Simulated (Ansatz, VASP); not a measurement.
One calculation of KF, two programs

The input INCAR:

```
PREC = Accurate ; ENCUT = 520
EDIFF = 1E-6 ; ISMEAR = -1
SIGMA = 0.02 ; LREAL = F
LASPH = T ; NELM = 60
ALGO = Normal ; ISIF = 2
LWAVE = F ; LCHARG = F
GGA = PE ; NBANDS = 15
```

Contents of KPOINTS:

```
regular mesh
0
Gamma
  8 8 8
```

POSCAR

```
KF
1.0
    3.1788707423      0.0000000000      0.0000000000
    0.0000000000      3.1788707423      0.0000000000
    0.0000000000      0.0000000000      3.0100727058
K F
1 1
Direct
    0.0000000000      0.0000000000      0.0000000000
    0.5000000000      0.5000000000      0.5000000000
```

Input for Ansatz:

```yaml
crystal:
  lattice:
    - [3.1788707423, 0.0, 0.0]
    - [0.0, 3.1788707423, 0.0]
    - [0.0, 0.0, 3.0100727058]
  atoms:
    - { symbol: K, position: [0.0, 0.0, 0.0] }
    - { symbol: F, position: [0.5, 0.5, 0.5] }
kpoints:
  mp_grid: { grid: [8, 8, 8] }
  band_path:
    path: [[0.0, 0.0, 0.0], [0.0, 0.5, 0.0], [0.5, 0.5, 0.0], [0.5, 0.5, 0.5]]
    npoints: 1
hamiltonian:
  xc: pbe
scf:
  occupations: { method: fermi_dirac, width: 0.02 }
  n_extra_bands: 4
output:
  forces: true
  stress: true
  eigenvalues: true
```

Change from the starting cell: uniaxial_z strain -5.3%.

Alike in both runs: task single point; functional PBE; k mesh 8 × 8 × 8; occupations fermi-dirac, width 0.02 eV; no spin polarisation.

|  | VASP | Ansatz |
| --- | --- | --- |
| version | VASP 6.6.1 | Ansatz 0.2.0 |
| potentials or method | VASP PAW PBE potentials, release 64 (K_sv, F) | plane waves, PAW |
| plane-wave cutoff (eV) | 520 | 420 |
| valence electrons in the cell | 16 | 16 |

```csv
,VASP,Ansatz,Ansatz less VASP
gap on the k mesh at the Fermi level (eV),7.07,7.09,+0.021
pressure (GPa),6.0,5.8,-0.14
"traceless stress, the component that is largest in VASP (GPa)",3.69,3.67,-0.023
```
